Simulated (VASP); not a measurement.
A run of VASP 6.6.1:

The input INCAR:

```
  PREC = Accurate
  ENCUT = 520
  EDIFF = 1E-6
  ISMEAR = 0
  SIGMA = 0.05
  LREAL = F
  LASPH = T
  NELM = 60
  ALGO = Normal
  ISIF = 2
  LWAVE = F
  LCHARG = F
  LDIPOL = T
  IDIPOL = 3
  DIPOL = 0.5 0.5 0.500
  GGA = PS
  NBANDS = 36
```

Contents of KPOINTS:

```
Automatic mesh
0
Gamma
  6 6 1
```

The input POSCAR:

```
CdTe
1.0
    4.5886584790      0.0000000000      0.0000000000
   -2.2943292395      3.9738948121      0.0000000000
    0.0000000000      0.0000000000     15.4299039080
Te Cd
3 3
Direct
    0.0000000000      0.0000000000      0.2268322616
    0.3333333333      0.6666666667      0.4696480291
    0.6666666667      0.3333333333      0.7124637965
    0.3333333333      0.6666666667      0.2875362035
    0.6666666667      0.3333333333      0.5303519709
    0.0000000000      0.0000000000      0.7731677384
```

Potentials or basis: VASP PAW PBE potentials, release 64 (Te, Cd).

Command:

```sh
$ cat potpaw_PBE.64/Te/POTCAR potpaw_PBE.64/Cd/POTCAR > POTCAR
$ mpirun -np 1 vasp_std > vasp.out
```

Hardware: 1 thread of Intel Xeon 8259CL, on a shared host.

**Question.** How long does it take, and how much memory?

**Answer.** It took 3.2 min on 1 thread of Intel Xeon 8259CL (shared host), peak memory 0.4 GiB. Counts: scf iterations 20, k points 7.
